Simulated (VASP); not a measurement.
A run of VASP 6.6.1 is set up as follows.

Contents of INCAR:

```
PREC = Accurate
ENCUT = 520
EDIFF = 1E-7
ISMEAR = -1
SIGMA = 0.1
LREAL = F
LASPH = T
NELM = 80
ALGO = Normal
ISIF = 2
LWAVE = F
LCHARG = F
GGA = RP
NBANDS = 36
```

The input KPOINTS:

```
regular mesh
0
Gamma
  17 17 5
```

File POSCAR:

```
Mo
1.0
    2.7852403611      0.0000000000      0.0000000000
   -1.3926201805      2.4120889083      0.0000000000
    0.0000000000      0.0000000000      9.7145897813
Mo
4
Direct
    1.0000000000      1.0000000000      0.0000000000
    1.0000000000      1.0000000000      0.5000000000
    0.3333333333      0.6666666667      0.2500000000
    0.6666666667      0.3333333333      0.7500000000
```

Potentials or basis: VASP PAW PBE potentials, release 64 (Mo_sv).

Run with:

```bash
$ cat potpaw_PBE.64/Mo_sv/POTCAR > POTCAR
$ mpirun -np 1 vasp_std > vasp.out
```

(1) Predict the band gap on the k mesh.

(2) What does it give for the pressure?

Answers

(1) zero (bands 28 and 29 overlap by 1.73 eV).

(2) 0.4 GPa.

Caveat: the PAW data sets were made with another functional, which shifts forces and pressure a little.
